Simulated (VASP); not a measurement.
# HfO2: single point with r2SCAN

The system is HfO2.

```
Hf O
1.0
     4.83828    0.00000    0.00000
     0.00000    4.83828    0.00000
     0.00000    0.00000    3.31661
Hf O
2 4
Direct
  0.00000 0.00000 0.00000
  0.50000 0.50000 0.50000
  0.30657 0.30657 0.00000
  0.19343 0.80657 0.50000
  0.80657 0.19343 0.50000
  0.69343 0.69343 0.00000
```

This cell differs from its parent crystal: uniaxial z strain +3.0%.

```
Program             : VASP 6.6.1
Task                : single point
Functional          : r2SCAN
Potentials or basis : VASP PAW PBE potentials, release 64 (Hf_pv, O)
Cutoff              : 520 eV
k mesh              : 6 × 6 × 8
Occupations         : gaussian, width 0.01 eV
Spin                : non-collinear spin, zero start, spin-orbit coupling
Starting moments    : [[0.0, 0.0, 0.0], [0.0, 0.0, 0.0], [0.0, 0.0, 0.0], [0.0, 0.0, 0.0], [0.0, 0.0, 0.0], [0.0, 0.0, 0.0]] μB
```

- Pressure: -10.2 GPa
- Largest force: 0.034 eV/Å
- Net moment: 0.00 μB per cell
- Valence electrons inside the program's atomic spheres: Hf 8.33; O 5.11

Forces in eV/Å, atoms in the order of the input:
```
Hf   0.000  0.000  0.000
Hf   0.000  0.000  0.000
O    0.024  0.024  0.000
O   -0.024  0.024  0.000
O    0.024 -0.024  0.000
O   -0.024 -0.024  0.000
```

Stress tensor (GPa, compression positive):
```
 -6.88   0.00   0.00
  0.00  -6.88   0.00
  0.00   0.00 -16.89
```

Moments on the atoms (μB; x, y, z):
```
Hf  0.00 0.00 0.00
Hf  0.00 0.00 0.00
O   0.00 0.00 0.00
O   0.00 0.00 0.00
O   0.00 0.00 0.00
O   0.00 0.00 0.00
```

Wall time 13 min on 4 MPI ranks on Oxide Virtual Turin-like Processor, on a shared host, peak memory 0.6 GiB a rank.

Caveat: the cell differs from its parent crystal (uniaxial z strain +3.0%); the stress differs along the axes, from -17 to -7 GPa; the structure was generated, so it needn't be the stable form of HfO2; the PAW data sets were made with another functional, which shifts forces and pressure a little.
